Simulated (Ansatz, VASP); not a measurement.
WSe2 in VASP and in Ansatz

INCAR

```
SYSTEM = WSe2
ALGO = Normal
EDIFF = 1E-7
ENCUT = 520
GGA = PS
ISIF = 2
ISMEAR = 0
LASPH = .TRUE.
LCHARG = .FALSE.
LREAL = .FALSE.
LWAVE = .FALSE.
NBANDS = 20
NELM = 80
PREC = Accurate
SIGMA = 0.05
```

KPOINTS

```
k-points
0
G
  9 9 2
  0 0 0
```

The input POSCAR:

```
WSe2
1.0
    3.3575271124      0.0000000000      0.0000000000
   -1.6787635562      2.9077037732      0.0000000000
    0.0000000000      0.0000000000     16.6611439352
W Se
1 2
Direct
    0.0000000000      0.0000000000     -0.0030938842
    0.3333333333      0.6666666667      0.1040002956
    0.3333333333      0.6666666667      0.9032020910
```

Input for Ansatz:

```yaml
crystal:
  lattice:
    - [3.3575271124, 0.0, 0.0]
    - [-1.6787635562, 2.9077037732, 0.0]
    - [0.0, 0.0, 16.6611439352]
  atoms:
    - { symbol: W, position: [0.0, 0.0, -0.0030938842] }
    - { symbol: Se, position: [0.3333333333, 0.6666666667, 0.1040002956] }
    - { symbol: Se, position: [0.3333333333, 0.6666666667, 0.903202091] }
basis:
  ecutwfc: 420
kpoints:
  mp_grid: { grid: [9, 9, 2] }
hamiltonian:
  xc: pbesol
  pseudopotentials: { kind: paw, azcp: { folder: soft_1 } }
scf:
  occupations: { method: gaussian, width: 0.05 }
output:
  forces: true
  stress: true
  eigenvalues: true
```

Change from the starting cell: mode 9 frozen in at -0.060 Å, equal normal strain along x and y +0.0267.

Alike in both runs: task single point; functional PBEsol; k mesh 9 × 9 × 2; occupations gaussian, width 0.05 eV; no spin polarisation.

```csv
,VASP,Ansatz
version,VASP 6.6.1,Ansatz 0.2.0
potentials or method,"VASP PAW PBE potentials, release 64 (W_sv, Se), cutoff 520 eV","scalar-relativistic, plane waves, PAW"
valence electrons in the cell,26,46
```

```csv
,VASP,Ansatz,Ansatz less VASP
gap on the k mesh at the Fermi level (eV),1.43,1.43,+0.004
least direct gap on the mesh (eV),1.43,1.43,+0.004
rms of the force components (eV/Å),1.203,1.198,-0.0054
```

VASP's potentials were made for PBE, not for PBEsol, and Ansatz warns of the same on its side. Atom by atom the forces differ by 0.027 eV/Å (rms over components). VASP's potentials hold 26 valence electrons a cell and Ansatz's 46, so a difference there can come from the potentials and not from the codes.

Neither program's run includes spin-orbit coupling.
